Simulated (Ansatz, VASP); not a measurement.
One calculation of C, two programs

```
C
1.0
     0.00000    2.10527    3.35198
     1.21613    0.00000    3.35198
     1.21613    2.10527    0.00000
C
2
Direct
  0.13155 0.86845 0.13155
  0.86845 0.13155 0.86845
```

Alike in both runs: task single point; functional PBE; dispersion D3(BJ); k mesh 16 × 16 × 16; occupations gaussian, width 0.03 eV; no spin polarisation.

|  | VASP | Ansatz |
| --- | --- | --- |
| version | VASP 6.6.1 | Ansatz 0.2.0 |
| potentials or method | VASP PAW PBE potentials, release 64 (C), cutoff 520 eV | scalar-relativistic, plane waves, PAW |
| valence electrons in the cell | 8 | 8 |

|  | VASP | Ansatz | Ansatz less VASP |
| --- | --- | --- | --- |
| gap on the k mesh at the Fermi level (eV) | none | none | - |
| rms of the force components (eV/Å) | 16.242 | 16.024 | -0.2185 |

Atom by atom the forces differ by 0.218 eV/Å (rms over components). A gap of «none» marks a metal or a gap that the smearing closes.
